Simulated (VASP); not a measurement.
# MgO (Fm-3m) in VASP: single point with PBE

Aim: the single point of MgO with PBE.

Everything below comes from runs of VASP 6.6.1. Logs are shortened: lines on timing, memory, paths and dates and some standing lists are left out, and cuts for length are marked.

**Experimental background.**

From “Electronic structure of alkaline earth and post-transition metal oxides”, 2009, arxiv:0908.1581, for a bulk crystal of MgO: band gap 7.83 eV.

The results are compared with them further down.

### 1 The cell of the first run

Symmetry: Fm-3m, No. 225, cubic system. Conventional cell: a = 4.254 Å, b = 4.254 Å, c = 4.254 Å, α = 90.00°, β = 90.00°, γ = 90.00°. Mg (site symmetry m-3m) has 6 O at 2.13 Å within 2.8 Å. O (site symmetry m-3m) has 6 Mg at 2.13 Å within 2.8 Å.

### 2 Single point, PBE

INCAR

```
  ALGO = Normal
  EDIFF = 1E-6
  ENCUT = 840
  GGA = PE
  GGA_COMPAT = F
  ISIF = 2
  ISMEAR = 0
  LASPH = T
  LCHARG = T
  LELF = T
  LREAL = F
  LVHAR = T
  LWAVE = F
  NBANDS = 15
  NELM = 120
  PREC = Accurate
  SIGMA = 0.02
```

KPOINTS

```
k-points
0
Gamma
  10 10 10
```

POSCAR

```
MgO
1.0
    0.0000000000      2.1268586785      2.1268586785
    2.1268586785      0.0000000000      2.1268586785
    2.1268586785      2.1268586785      0.0000000000
Mg O
1 1
Direct
    0.0000000000      0.0000000000      0.0000000000
    0.5000000000      0.5000000000      0.5000000000
```

Potentials or basis: VASP PAW PBE potentials, release 64 (Mg_sv, O).

Command:

```console
$ cat potpaw_PBE.64/Mg_sv/POTCAR potpaw_PBE.64/O/POTCAR > POTCAR
$ mpirun -np 1 vasp_std > vasp.out
```

OUTCAR:

```text
EDIFF = 1E-6
   ENCUT = 840
   GGA = PE
   ISIF = 2
   ISMEAR = 0
   LASPH = T
   LREAL = F
   NELM = 120
   PREC = Accurate

 ion  position               nearest neighbor table
   1  0.000  0.000  0.000-   2 2.13   2 2.13   2 2.13   2 2.13   2 2.13   2 2.13
   2  0.500  0.500  0.500-   1 2.13   1 2.13   1 2.13   1 2.13   1 2.13   1 2.13

  LATTYP: Found a face centered cubic cell.
 ALAT       =     4.2537173570

  Lattice vectors:

 A1 = (   0.0000000000,   2.1268586785,   2.1268586785)
 A2 = (   2.1268586785,   0.0000000000,   2.1268586785)
 A3 = (   2.1268586785,   2.1268586785,   0.0000000000)

Analysis of symmetry for initial positions (statically):
=====================================================================
 Subroutine PRICEL returns:
 Original cell was already a primitive cell.

 Routine SETGRP: Setting up the symmetry group for a
 face centered cubic supercell.

 Subroutine GETGRP returns: Found 48 space group operations
 (whereof 48 operations were pure point group operations)
 out of a pool of 48 trial point group operations.

The static configuration has the point symmetry O_h .

Analysis of symmetry for dynamics (positions and initial velocities):
=====================================================================
 Subroutine PRICEL returns:
 Original cell was already a primitive cell.

 Routine SETGRP: Setting up the symmetry group for a
 face centered cubic supercell.

 Subroutine GETGRP returns: Found 48 space group operations
 (whereof 48 operations were pure point group operations)
 out of a pool of 48 trial point group operations.

The dynamic configuration has the point symmetry O_h .

 Subroutine INISYM returns: Found 48 space group operations
 (whereof 48 operations are pure point group operations),
 and found     1 'primitive' translations

----------------------------------------------------------------------------------------

                                     Primitive cell

  volume of cell :      19.2418

  direct lattice vectors                    reciprocal lattice vectors
     0.000000000  2.126858679  2.126858679    -0.235088492  0.235088492  0.235088492
     2.126858679  0.000000000  2.126858679     0.235088492 -0.235088492  0.235088492
     2.126858679  2.126858679  0.000000000     0.235088492  0.235088492 -0.235088492

  length of vectors
     3.007832388  3.007832388  3.007832388     0.407185213  0.407185213  0.407185213

  position of ions in fractional coordinates (direct lattice)
     0.000000000  0.000000000  0.000000000
     0.500000000  0.500000000  0.500000000

  ion indices of the primitive-cell ions
   primitive index   ion index
                 1           1
                 2           2

----------------------------------------------------------------------------------------

 KPOINTS: k-points

Automatic generation of k-mesh.
 Grid dimensions read from file:
 generate k-points for:   10   10   10

 Generating k-lattice:

  Cartesian coordinates                     Fractional coordinates (reciprocal lattice)
    -0.023508849  0.023508849  0.023508849     0.100000000  0.000000000  0.000000000
     0.023508849 -0.023508849  0.023508849     0.000000000  0.100000000  0.000000000
     0.023508849  0.023508849 -0.023508849     0.000000000  0.000000000  0.100000000

  Length of vectors
     0.040718521  0.040718521  0.040718521

  Shift w.r.t. Gamma in fractional coordinates (k-lattice)
     0.000000000  0.000000000  0.000000000

 Subroutine IBZKPT returns following result:
 ===========================================

 Found     47 irreducible k-points:

 Following reciprocal coordinates:
            Coordinates               Weight
  0.000000  0.000000  0.000000      1.000000
  0.100000  0.000000  0.000000      8.000000
  0.200000  0.000000  0.000000      8.000000
  0.300000  0.000000  0.000000      8.000000
  0.400000  0.000000  0.000000      8.000000
  0.500000  0.000000  0.000000      4.000000
[... 16 lines left out ...]
  0.300000  0.300000  0.000000      6.000000
  0.400000  0.300000  0.000000     24.000000
 [... further k-points ...]
   k-points           NKPTS =     47   k-points in BZ     NKDIM =     47   number of bands    NBANDS=     15
   number of dos      NEDOS =    301   number of ions     NIONS =      2
   total plane-waves  NPLWV =  21952
   dimension x,y,z NGX =    28 NGY =   28 NGZ =   28
   dimension x,y,z NGXF=    56 NGYF=   56 NGZF=   56
   ions per type =               1   1
   NGX,Y,Z   is equivalent  to a cutoff of  15.48, 15.48, 15.48 a.u.
   NGXF,Y,Z  is equivalent  to a cutoff of  30.95, 30.95, 30.95 a.u.
 SYSTEM =  unknown system
   PREC   = accura    normal or accurate (medium, high low for compatibility)
   ISTART =      0    job   : 0-new  1-cont  2-samecut
   ICHARG =      2    charge: 1-file 2-atom 10-const
   ISPIN  =      1    spin polarized calculation?
   LNONCOLLINEAR =      F non collinear calculations
   LSORBIT =      F    spin-orbit coupling
   LASPH  =      T    aspherical Exc in radial PAW
   ENCUT  =  840.0 eV  61.74 Ry    7.86 a.u.   7.11  7.11  7.11*2*pi/ulx,y,z
   NELM   =    120;   NELMIN=  2; NELMDL= -5     # of ELM steps
   EDIFF  = 0.1E-05   stopping-criterion for ELM
   LREAL  =      F    real-space projection
   EDIFFG = 0.1E-04   stopping-criterion for IOM
   NSW    =      0    number of steps for IOM
   IBRION =     -1    ionic relax: 0-MD 1-quasi-New 2-CG
   NFREE  =      0    steps in history (QN), initial steepest desc. (CG)
   ISIF   =      2    stress and relaxation
   ISYM   =      2    0-nonsym 1-usesym 2-fastsym
   POTIM  = 0.5000    time-step for ionic-motion
   TEBEG  =    0.0;   TEEND  =   0.0 temperature during run
   PSTRESS=    0.0 pullay stress
   NELECT =      16.0000    total number of electrons
   NUPDOWN=      -1.0000    fix difference up-down
   EMIN   =  10.00;   EMAX   =-10.00  energy-range for DOS
   EFERMI =   0.00;   METHOD = LEGACY
   ISMEAR =     0;   SIGMA  =   0.02  broadening in eV -4-tet -1-fermi 0-gaus
   EFERMI_NEDOS =   21; number of points for ismear=-14 and -15
   IALGO  =     38    algorithm
   IMIX   =      4    mixing-type and parameters
     AMIX     =   0.40;   BMIX     =  1.00
     AMIX_MAG =   1.60;   BMIX_MAG =  1.00
  volume/ion in A,a.u.               =       9.62        64.93
  Fermi-wavevector in a.u.,A,eV,Ry     =   1.539452  2.909143 32.244623  2.369913
  Thomas-Fermi vector in A             =   2.645678
   LORBIT       =      0    0 simple, 1 ext, 2 COOP (PROOUT), +10 PAW based schemes
   GGA     = PE    functional components
   LHFCALC =     F    Hartree Fock is set to
   AEXX    =    0.0000 exact exchange contribution
   IVDW    =     0    specifies the selected vdW correction
   LEPSILON=     F    determine dielectric tensor
   LRPA    =     F    only Hartree local field effects (RPA)
 non-spin polarized calculation
 Gauss-broadening in eV      SIGMA  =   0.02
  energy-cutoff  :      840.00
  volume of cell :       19.24
 maximum number of plane-waves:      1090
   NGX = 15   NGY = 15   NGZ = 15

 number of electron      15.9999997 magnetization

 Free energy of the ion-electron system (eV)
  ---------------------------------------------------
  ext. energy  EPLUGINS =         0.00000000
  ---------------------------------------------------
  free energy    TOTEN  =       -11.88480054 eV

  energy without entropy =      -11.88480054  energy(sigma->0) =      -11.88480054

 E-fermi :   2.8834     XC(G=0): -11.2434

 val. band max:        2.7066475482   @ k =   0.0000   0.0000   0.0000
 cond. band min:       7.1651829694   @ k =   0.0000   0.0000   0.0000
 fundamental gap:      4.4585354212
 Fermi energy:         2.8833922991

 k-point     1 :       0.0000    0.0000    0.0000
  band No.  band energies     occupation
      1     -69.6650      2.00000
      2     -36.3932      2.00000
      3     -36.3932      2.00000
      4     -36.3932      2.00000
      5     -14.3944      2.00000
      6       2.7066      2.00000
      7       2.7066      2.00000
      8       2.7066      2.00000
      9       7.1652      0.00000
     10      18.3445      0.00000
     11      18.3445      0.00000
     12      18.3445      0.00000
     13      22.1800      0.00000
     14      23.9278      0.00000
     15      23.9278      0.00000

 k-point     2 :       0.1000    0.0000    0.0000
  band No.  band energies     occupation
      1     -69.6642      2.00000
      2     -36.4005      2.00000
      3     -36.3939      2.00000
      4     -36.3939      2.00000
      5     -14.2914      2.00000
      6       2.0619      2.00000
      7       2.6424      2.00000
      8       2.6424      2.00000
      9       7.7962      0.00000
     10      17.1031      0.00000
     11      18.5736      0.00000
     12      18.5736      0.00000
     13      23.1674      0.00000
     14      23.1674      0.00000
     15      23.7850      0.00000

 k-point     3 :       0.2000    0.0000    0.0000
  band No.  band energies     occupation
      1     -69.6624      2.00000
      2     -36.4198      2.00000
      3     -36.3959      2.00000
      4     -36.3959      2.00000
      5     -14.0094      2.00000
      6       0.7724      2.00000
      7       2.4794      2.00000
      8       2.4794      2.00000
      9       8.9943      0.00000
     10      15.5830      0.00000
     11      19.0229      0.00000
     12      19.0229      0.00000
     13      22.4702      0.00000
     14      22.4702      0.00000
     15      24.5469      0.00000
[... 343 lines left out ...]
 k-point    23 :       0.3000    0.3000    0.0000
  band No.  band energies     occupation
      1     -69.6583      2.00000
      2     -36.4377      2.00000
      3     -36.4099      2.00000
      4     -36.4099      2.00000
      5     -13.4505      2.00000
      6      -0.3574      2.00000
      7       1.8047      2.00000
      8       1.8047      2.00000
      9      11.2658      0.00000
     10      13.0823      0.00000
     11      16.8405      0.00000
     12      20.3016      0.00000
     13      20.3016      0.00000
     14      26.5275      0.00000
     15      29.5100      0.00000

 k-point    24 :       0.4000    0.3000    0.0000
  band No.  band energies     occupation
      1     -69.6569      2.00000
      2     -36.4472      2.00000
      3     -36.4149      2.00000
      4     -36.4128      2.00000
      5     -13.2203      2.00000
      6      -0.7582      2.00000
      7       1.4524      2.00000
      8       1.6628      2.00000
      9      12.0077      0.00000
     10      12.7960      0.00000
     11      16.0194      0.00000
     12      20.5183      0.00000
     13      20.7185      0.00000
     14      27.2382      0.00000
     15      29.1167      0.00000

 [... further k-points ...]

------------------------ aborting loop because EDIFF is reached ----------------------------------------

  FORCE on cell =-STRESS in cart. coord.  units (eV):
  Direction    XX          YY          ZZ          XY          YZ          ZX
  --------------------------------------------------------------------------------------
  -------------------------------------------------------------------------------------
  Total        0.0058919      0.0058919      0.0058919     -0.0000000     -0.0000000      0.0000000
  in kB        0.4905909      0.4905909      0.4905909     -0.0000000     -0.0000000      0.0000000
  external PRESSURE =       0.4905909 kB  Pullay stress =       0.0000000 kB

 VOLUME and BASIS-vectors are now :
 -----------------------------------------------------------------------------
  energy-cutoff  :      840.00
  volume of cell :       19.24
      direct lattice vectors                 reciprocal lattice vectors
     0.000000000  2.126858679  2.126858679    -0.235088492  0.235088492  0.235088492
     2.126858679  0.000000000  2.126858679     0.235088492 -0.235088492  0.235088492
     2.126858679  2.126858679  0.000000000     0.235088492  0.235088492 -0.235088492

 POSITION                                       TOTAL-FORCE (eV/Angst)
 -----------------------------------------------------------------------------------
      0.00000      0.00000      0.00000         0.000000      0.000000      0.000000
      2.12686      2.12686      2.12686        -0.000000     -0.000000     -0.000000
 -----------------------------------------------------------------------------------
    total drift:                                0.000000      0.000000      0.000000

  FREE ENERGIE OF THE ION-ELECTRON SYSTEM (eV)
  ---------------------------------------------------
  free  energy   TOTEN  =       -11.8848005388 eV

  energy  without entropy=      -11.8848005388  energy(sigma->0) =      -11.88480054
```

It took 14 s on 1 thread of Intel Xeon Platinum 8488C (Sapphire Rapids), shared host; peak memory 0.16 GiB.

What came out:

```yaml
Free_energy: -11.8848 eV
Pressure: 0.0 GPa
Band_gap_on_the_k_mesh: 4.46 eV
```

Levels at points of the mesh, in eV from the valence-band top:
```tsv
k point	band 5	band 6	band 7	band 8	band 9	band 10	band 11	band 12
(0.00, 0.00, 0.00)	-17.10	0.00	0.00	0.00	4.46	15.64	15.64	15.64
(0.50, 0.00, 0.00)	-15.86	-4.48	-0.62	-0.62	7.72	12.28	16.03	16.03
(0.50, 0.50, 0.00)	-15.65	-3.94	-1.30	-1.30	9.09	9.69	12.79	18.55
```

### 3 Comparison with measurements

Step 2. Against the measured gap of MgO, 7.83 eV (quoted in “Electronic structure of alkaline earth and post-transition metal oxides”, 2009, arxiv:0908.1581), the calculated 4.46 eV is off by -3.37 eV. The value is that of PBE, without temperature or zero-point motion. Semilocal functionals fall short of measured gaps as a rule.
